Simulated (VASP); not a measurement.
# Rh (P6_3/mmc) in VASP: a series of runs, part 2 of 2

VASP 6.6.1. Earlier steps stand in the parts before.

**4. Single point, PBEsol**

This run uses another cell than the first one, of 13.54 Å³/atom.

Contents of INCAR:

```
SYSTEM = Rh
ALGO     = Normal         ! electronic algorithm
EDIFF    = 1E-7           ! SCF threshold, eV
ENCUT    = 520            ! plane-wave cutoff, eV
GGA      = PS             ! functional
ISIF     = 2              ! what is computed and relaxed
ISMEAR   = -1             ! smearing method
LASPH    = .TRUE.         ! aspherical terms in the spheres
LCHARG   = .TRUE.         ! write CHGCAR
LELF     = .TRUE.         ! ELF
LREAL    = .FALSE.        ! projectors in reciprocal space
LVHAR    = .TRUE.       
LWAVE    = .FALSE.        ! write WAVECAR
NBANDS   = 38             ! bands
NELM     = 80             ! most SCF steps
PREC     = Accurate       ! precision mode
SIGMA    = 0.1            ! smearing width, eV
```

Contents of KPOINTS:

```
k-points
0
G
  18 18 5
  0 0 0
```

Contents of POSCAR:

```
Rh
1.0
    2.6766193537      0.0000000000      0.0000000000
   -1.3383096768      2.3180203566      0.0000000000
    0.0000000000      0.0000000000      8.7316996975
Rh
4
Direct
    0.0000000000      1.0000000000      0.0000000000
    0.0000000000      1.0000000000      0.5000000000
    0.3333333333      0.6666666667      0.2500000000
    0.6666666667      0.3333333333      0.7500000000
```

Potentials or basis: VASP PAW PBE potentials, release 64 (Rh_pv).

Launch:

```console
cat potpaw_PBE.64/Rh_pv/POTCAR > POTCAR
mpirun -np 1 vasp_std > vasp.out
```

OUTCAR:

```text
SYSTEM = Rh
   EDIFF = 1E-7
   ENCUT = 520
   GGA = PS
   ISIF = 2
   ISMEAR = -1
   LASPH = .TRUE.
   LREAL = .FALSE.
   NELM = 80
   PREC = Accurate

 ion  position               nearest neighbor table
   1  0.000  0.000  0.000-   3 2.67   4 2.67   4 2.67   3 2.67   4 2.67   3 2.67
   2  0.000  0.000  0.500-   3 2.67   4 2.67   4 2.67   3 2.67   4 2.67   3 2.67
   3  0.333  0.667  0.250-   1 2.67   2 2.67   1 2.67   2 2.67   1 2.67   2 2.67
   4  0.667  0.333  0.750-   1 2.67   2 2.67   1 2.67   2 2.67   1 2.67   2 2.67

  LATTYP: Found a hexagonal cell.
 ALAT       =     2.6766193537
 C/A-ratio  =     3.2622119710

  Lattice vectors:

 A1 = (   2.6766193537,   0.0000000000,   0.0000000000)
 A2 = (  -1.3383096768,   2.3180203566,   0.0000000000)
 A3 = (   0.0000000000,   0.0000000000,   8.7316996975)

Analysis of symmetry for initial positions (statically):
=====================================================================
 Subroutine PRICEL returns:
 Original cell was already a primitive cell.

 Routine SETGRP: Setting up the symmetry group for a
 hexagonal supercell.

 Subroutine GETGRP returns: Found 24 space group operations
 (whereof 12 operations were pure point group operations)
[... 171 lines left out ...]

 val. band max:       12.0600329798   @ k =   0.0556   0.0556   0.4000
 cond. band min:      12.0631859759   @ k =   0.3889   0.0000   0.2000
 fundamental gap:      0.0031529961
 Fermi energy:        12.0601622151

 k-point     1 :       0.0000    0.0000    0.0000
  band No.  band energies     occupation
      1     -35.0959      2.00000
      2     -34.7147      2.00000
      3     -34.7139      2.00000
      4     -34.4243      2.00000
      5     -34.4243      2.00000
      6     -34.3787      2.00000
[... 973 lines left out ...]
     37      21.6068      0.00000
     38      21.6480      0.00000

 [... further k-points ...]

------------------------ aborting loop because EDIFF is reached ----------------------------------------

  FORCE on cell =-STRESS in cart. coord.  units (eV):
  Direction    XX          YY          ZZ          XY          YZ          ZX
  --------------------------------------------------------------------------------------
  -------------------------------------------------------------------------------------
  Total        0.0073927      0.0073927     -0.0746555      0.0000000      0.0000000      0.0000000
  in kB        0.2186309      0.2186309     -2.2078513      0.0000000      0.0000000      0.0000000
  external PRESSURE =      -0.5901965 kB  Pullay stress =       0.0000000 kB

 VOLUME and BASIS-vectors are now :
 -----------------------------------------------------------------------------
  energy-cutoff  :      520.00
  volume of cell :       54.18
      direct lattice vectors                 reciprocal lattice vectors
     2.676619354  0.000000000  0.000000000     0.373605608  0.215701298  0.000000000
    -1.338309677  2.318020357  0.000000000     0.000000000  0.431402596  0.000000000
     0.000000000  0.000000000  8.731699697     0.000000000  0.000000000  0.114525240

 POSITION                                       TOTAL-FORCE (eV/Angst)
 -----------------------------------------------------------------------------------
      0.00000      0.00000      0.00000         0.000000      0.000000      0.000000
      0.00000      0.00000      4.36585         0.000000      0.000000      0.000000
     -0.00000      1.54535      2.18292        -0.000000     -0.000000      0.000000
      1.33831      0.77267      6.54877        -0.000000      0.000000     -0.000000
 -----------------------------------------------------------------------------------
    total drift:                                0.000000     -0.000000      0.000000

  FREE ENERGIE OF THE ION-ELECTRON SYSTEM (eV)
  ---------------------------------------------------
  free  energy   TOTEN  =       -32.5629334639 eV

  energy  without entropy=      -32.3766084135  energy(sigma->0) =      -32.46977094
```

stdout:

```text
POSCAR found type information on POSCAR Rh
 POSCAR found :  1 types and       4 ions
 scaLAPACK will be used
 -----------------------------------------------------------------------------
|                                                                             |
|                                                                             |
|     You enforced a specific xc type in the INCAR file but a different       |
|     I HOPE YOU KNOW WHAT YOU ARE DOING!                                     |
|                                                                             |
 -----------------------------------------------------------------------------

 LDA part: xc-table for (Slater+PW92), standard interpolation
 POSCAR, INCAR and KPOINTS ok, starting setup
 FFT: planning ... GRIDC
 FFT: planning ... GRID_SOFT
 FFT: planning ... GRID
 WAVECAR not read
 entering main loop
```

Wall time 1.7 min (1 thread of Intel Xeon 6975P-C (Granite Rapids), shared host); peak memory 0.28 GiB.

Results:

```yaml
Free_energy: -32.5629 eV
Pressure: -0.1 GPa
Band_gap_on_the_k_mesh: zero (bands 30 and 31 overlap by 2.00 eV)
```

Caveat: the PAW data sets were made with another functional, which shifts forces and pressure a little.

**5. Relaxation of cell and atoms, PBEsol**

This run uses another cell than the first one, of 13.75 Å³/atom.

Contents of INCAR:

```
PREC     = Accurate       # precision mode
ENCUT    = 600            # plane-wave cutoff, eV
EDIFF    = 1E-7           # SCF threshold, eV
ISMEAR   = -1             # smearing method
SIGMA    = 0.1            # smearing width, eV
LREAL    = False          # projectors in reciprocal space
LASPH    = True           # aspherical terms in the spheres
NELM     = 80             # most SCF steps
ALGO     = Normal         # electronic algorithm
ISIF     = 3              # what is computed and relaxed
LWAVE    = False          # write WAVECAR
LCHARG   = False          # write CHGCAR
GGA      = PS             # functional
IBRION   = 2              # ionic algorithm
NSW      = 80             # ionic steps
EDIFFG   = -0.01          # ionic threshold
```

Contents of KPOINTS:

```
Automatic mesh
0
Gamma
  13 13 4
```

Contents of POSCAR:

```
Rh
1.0
    2.6891940459      0.0000000000      0.0000000000
   -1.3445970229      2.3289103594      0.0000000000
    0.0000000000      0.0000000000      8.7829077538
Rh
4
Direct
    0.0000000000      0.0000000000      0.0000000000
    0.0000000000      0.0000000000      0.5000000000
    0.3333333333      0.6666666667      0.2500000000
    0.6666666667      0.3333333333      0.7500000000
```

Potentials or basis: VASP PAW PBE potentials, release 64 (Rh_pv).

Launch:

```console
cat potpaw_PBE.64/Rh_pv/POTCAR > POTCAR
mpirun -np 1 vasp_std > vasp.out
```

OUTCAR:

```text
PREC = Accurate
   ENCUT = 600
   EDIFF = 1E-7
   ISMEAR = -1
   LREAL = False
   LASPH = True
   NELM = 80
   ISIF = 3
   GGA = PS
   IBRION = 2
   NSW = 80
   EDIFFG = -0.01

 ion  position               nearest neighbor table
   1  0.000  0.000  0.000-   3 2.69   4 2.69   3 2.69   4 2.69   4 2.69   3 2.69
   2  0.000  0.000  0.500-   3 2.69   4 2.69   3 2.69   4 2.69   4 2.69   3 2.69
   3  0.333  0.667  0.250-   1 2.69   2 2.69   1 2.69   2 2.69   1 2.69   2 2.69
   4  0.667  0.333  0.750-   1 2.69   2 2.69   1 2.69   2 2.69   1 2.69   2 2.69

  LATTYP: Found a hexagonal cell.
 ALAT       =     2.6891940459
 C/A-ratio  =     3.2660000000

  Lattice vectors:

 A1 = (   2.6891940459,   0.0000000000,   0.0000000000)
 A2 = (  -1.3445970229,   2.3289103594,   0.0000000000)
 A3 = (   0.0000000000,   0.0000000000,   8.7829077538)

Analysis of symmetry for initial positions (statically):
=====================================================================
 Subroutine PRICEL returns:
 Original cell was already a primitive cell.

 Routine SETGRP: Setting up the symmetry group for a
 hexagonal supercell.

 Subroutine GETGRP returns: Found 24 space group operations
 (whereof 12 operations were pure point group operations)
 out of a pool of 24 trial point group operations.

The static configuration has the point symmetry D_3d.
 The point group associated with its full space group is D_6h.

Analysis of symmetry for dynamics (positions and initial velocities):
=====================================================================
 Subroutine PRICEL returns:
 Original cell was already a primitive cell.

 Routine SETGRP: Setting up the symmetry group for a
 hexagonal supercell.

 Subroutine GETGRP returns: Found 24 space group operations
 (whereof 12 operations were pure point group operations)
 out of a pool of 24 trial point group operations.

The dynamic configuration has the point symmetry D_3d.
 The point group associated with its full space group is D_6h.

 Subroutine INISYM returns: Found 24 space group operations
 (whereof 12 operations are pure point group operations),
 and found     1 'primitive' translations

----------------------------------------------------------------------------------------

                                     Primitive cell

  volume of cell :      55.0064

  direct lattice vectors                    reciprocal lattice vectors
     2.689194046  0.000000000  0.000000000     0.371858625  0.214692677  0.000000000
    -1.344597023  2.328910359  0.000000000     0.000000000  0.429385354  0.000000000
     0.000000000  0.000000000  8.782907754     0.000000000  0.000000000  0.113857509

  length of vectors
     2.689194046  2.689194046  8.782907754     0.429385354  0.429385354  0.113857509

  position of ions in fractional coordinates (direct lattice)
     0.000000000  0.000000000  0.000000000
     0.000000000  0.000000000  0.500000000
     0.333333333  0.666666667  0.250000000
     0.666666667  0.333333333  0.750000000

  ion indices of the primitive-cell ions
   primitive index   ion index
                 1           1
                 2           2
                 3           3
                 4           4

[... 51 lines left out ...]
  0.153846  0.000000  0.250000     12.000000
 [... further k-points ...]
   k-points           NKPTS =     63   k-points in BZ     NKDIM =     63   number of bands    NBANDS=     36
   number of dos      NEDOS =    301   number of ions     NIONS =      4
   total plane-waves  NPLWV =  40320
   dimension x,y,z NGX =    24 NGY =   24 NGZ =   70
   dimension x,y,z NGXF=    48 NGYF=   48 NGZF=  140
   ions per type =               4
   NGX,Y,Z   is equivalent  to a cutoff of  14.84, 14.84, 13.25 a.u.
   NGXF,Y,Z  is equivalent  to a cutoff of  29.67, 29.67, 26.50 a.u.
 SYSTEM =  unknown system
   PREC   = accura    normal or accurate (medium, high low for compatibility)
   ISTART =      0    job   : 0-new  1-cont  2-samecut
   ICHARG =      2    charge: 1-file 2-atom 10-const
   ISPIN  =      1    spin polarized calculation?
   LNONCOLLINEAR =      F non collinear calculations
   LSORBIT =      F    spin-orbit coupling
   LASPH  =      T    aspherical Exc in radial PAW
   ENCUT  =  600.0 eV  44.10 Ry    6.64 a.u.   5.37  5.37 17.54*2*pi/ulx,y,z
   NELM   =     80;   NELMIN=  2; NELMDL= -5     # of ELM steps
   EDIFF  = 0.1E-06   stopping-criterion for ELM
   LREAL  =      F    real-space projection
   EDIFFG = -.1E-01   stopping-criterion for IOM
   NSW    =     80    number of steps for IOM
   IBRION =      2    ionic relax: 0-MD 1-quasi-New 2-CG
   NFREE  =      1    steps in history (QN), initial steepest desc. (CG)
   ISIF   =      3    stress and relaxation
   ISYM   =      2    0-nonsym 1-usesym 2-fastsym
   POTIM  = 0.5000    time-step for ionic-motion
   TEBEG  =    0.0;   TEEND  =   0.0 temperature during run
   PSTRESS=    0.0 pullay stress
   NELECT =      60.0000    total number of electrons
   NUPDOWN=      -1.0000    fix difference up-down
   EMIN   =  10.00;   EMAX   =-10.00  energy-range for DOS
   EFERMI =   0.00;   METHOD = LEGACY
   ISMEAR =    -1;   SIGMA  =   0.10  broadening in eV -4-tet -1-fermi 0-gaus
   EFERMI_NEDOS =   21; number of points for ismear=-14 and -15
   IALGO  =     38    algorithm
   IMIX   =      4    mixing-type and parameters
     AMIX     =   0.40;   BMIX     =  1.00
     AMIX_MAG =   1.60;   BMIX_MAG =  1.00
  volume/ion in A,a.u.               =      13.75        92.80
  Fermi-wavevector in a.u.,A,eV,Ry     =   1.685211  3.184586 38.639656  2.839935
  Thomas-Fermi vector in A             =   2.768095
   LORBIT       =      0    0 simple, 1 ext, 2 COOP (PROOUT), +10 PAW based schemes
   GGA     = PS    functional components
   LHFCALC =     F    Hartree Fock is set to
   AEXX    =    0.0000 exact exchange contribution
   IVDW    =     0    specifies the selected vdW correction
   LEPSILON=     F    determine dielectric tensor
   LRPA    =     F    only Hartree local field effects (RPA)
 conjugate gradient relaxation of ions
 non-spin polarized calculation
  energy-cutoff  :      600.00
  volume of cell :       55.01
 maximum number of plane-waves:      1895
 NGX is ok and might be reduce to    24
   NGX = 11   NGY = 11   NGZ = 35

--------------------------------------- Ionic step        1  -------------------------------------------

 number of electron      59.9999979 magnetization

 Free energy of the ion-electron system (eV)
  ---------------------------------------------------
  ext. energy  EPLUGINS =         0.00000000
  ---------------------------------------------------
  free energy    TOTEN  =       -32.55649069 eV

  energy without entropy =      -32.36414419  energy(sigma->0) =      -32.46031744

------------------------ aborting loop because EDIFF is reached ----------------------------------------

  FORCE on cell =-STRESS in cart. coord.  units (eV):
  Direction    XX          YY          ZZ          XY          YZ          ZX
  --------------------------------------------------------------------------------------
  -------------------------------------------------------------------------------------
  Total       -1.4765340     -1.4765340     -1.6369784     -0.0000000     -0.0000000      0.0000000
  in kB      -43.0071631    -43.0071631    -47.6804455     -0.0000000     -0.0000000      0.0000000
  external PRESSURE =     -44.5649239 kB  Pullay stress =       0.0000000 kB
[... 139 lines left out ...]
--------------------------------------- Ionic step        5  -------------------------------------------

 number of electron      59.9999988 magnetization

 Free energy of the ion-electron system (eV)
  ---------------------------------------------------
  ext. energy  EPLUGINS =         0.00000000
  ---------------------------------------------------
  free energy    TOTEN  =       -32.56878735 eV

  energy without entropy =      -32.38156547  energy(sigma->0) =      -32.47517641

 E-fermi :  12.0732     XC(G=0): -14.3185

 val. band max:       12.0700829095   @ k =   0.1538   0.0000   0.0000
 cond. band min:      12.0812060367   @ k =   0.0769   0.0769   0.0000
 fundamental gap:      0.0111231272
 Fermi energy:        12.0731783687

 k-point     1 :       0.0000    0.0000    0.0000
  band No.  band energies     occupation
      1     -35.0865      2.00000
      2     -34.7048      2.00000
      3     -34.7030      2.00000
      4     -34.4154      2.00000
      5     -34.4154      2.00000
      6     -34.3718      2.00000
[... 925 lines left out ...]
     35      13.0378      0.00013
     36      15.3565      0.00000

 [... further k-points ...]

------------------------ aborting loop because EDIFF is reached ----------------------------------------

  FORCE on cell =-STRESS in cart. coord.  units (eV):
  Direction    XX          YY          ZZ          XY          YZ          ZX
  --------------------------------------------------------------------------------------
  -------------------------------------------------------------------------------------
  Total        0.0000641      0.0000641      0.0213303      0.0000000      0.0000000     -0.0000000
  in kB        0.0018983      0.0018983      0.6312561      0.0000000      0.0000000     -0.0000000
  external PRESSURE =       0.2116842 kB  Pullay stress =       0.0000000 kB
[... 19 lines left out ...]
  FREE ENERGIE OF THE ION-ELECTRON SYSTEM (eV)
  ---------------------------------------------------
  free  energy   TOTEN  =       -32.5687873509 eV

  energy  without entropy=      -32.3815654686  energy(sigma->0) =      -32.47517641

 reached required accuracy - stopping structural energy minimisation
```

Run time: 3.3 min. Hardware: 1 thread of Intel Xeon 6975P-C (Granite Rapids), shared host; peak memory 0.27 GiB.

What came out:

```
Free energy                           : -32.5688 eV
Relaxed volume                        : 13.53 Å³/atom
Relaxed cell                          : a = 2.676 Å, b = 2.676 Å, c = 8.728 Å, α = 90.00°, β = 90.00°, γ = 120.00°
Space group after relaxing (to 0.1 Å) : P6_3/mmc (No. 194)
Energy gained by relaxing             : 3.1 meV/atom
Ionic steps                           : 5
Pressure after relaxing               : 0.0 GPa
Band gap on the k mesh                : zero (bands 30 and 31 overlap by 1.85 eV)
```

Step by step:
| step | energy change (eV) | largest force (eV/Å) | pressure (GPa) | volume (Å³) |
| --- | --- | --- | --- | --- |
| 1 | 0.0000 | 0.0000 | -4.46 | 55.01 |
| 2 | 0.0706 | 0.0000 | 13.03 | 52.02 |
| 3 | -0.0123 | 0.0000 | -0.06 | 54.15 |
| 4 | -0.0123 | 0.0000 | 0.02 | 54.14 |
| 5 | -0.0123 | 0.0000 | 0.02 | 54.14 |

Final structure:
```xyz
4
Lattice="2.6762 0.0000 0.0000 -1.3381 2.3177 0.0000 0.0000 0.0000 8.7283" Properties=species:S:1:pos:R:3 pbc="T T T"
Rh    0.0000    0.0000    8.7283
Rh    0.0000    0.0000    4.3641
Rh    0.0000    1.5451    2.1821
Rh    1.3381    0.7726    6.5462
```

Caveat: the PAW data sets were made with another functional, which shifts forces and pressure a little.

**6. Summary**

| task | cell | k mesh | cutoff (eV) | gap on the mesh (eV) | pressure (GPa) |
| --- | --- | --- | --- | --- | --- |
| single point | a = 2.746, b = 2.746, c = 8.959 Å, angles 90.0, 90.0, 120.0°, 4 atoms | 15 × 15 × 4 | 520 | none | -18.5 |
| single point | a = 2.780, b = 2.780, c = 9.068 Å, angles 90.0, 90.0, 120.0°, 4 atoms | 15 × 15 × 4 | 520 | none | -24.7 |
| single point | a = 2.677, b = 2.677, c = 8.732 Å, angles 90.0, 90.0, 120.0°, 4 atoms | 18 × 18 × 5 | 520 | none | -0.1 |
| relaxation of cell and atoms | relaxed from a = 2.689, b = 2.689, c = 8.783 Å, angles 90.0, 90.0, 120.0°, 4 atoms | 13 × 13 × 4 | 600 | none | 0.0 |

Alike in all rows: level PBEsol; potentials or basis VASP PAW PBE potentials, release 64 (Rh_pv); no spin polarisation; smearing fermi-dirac 0.1 eV.

Caveats: the PAW data sets were made with another functional, which shifts forces and pressure a little; the cell stands under tension (at least some runs).

Total energies depend on the potentials used, so only differences within one code and one set of settings carry meaning.
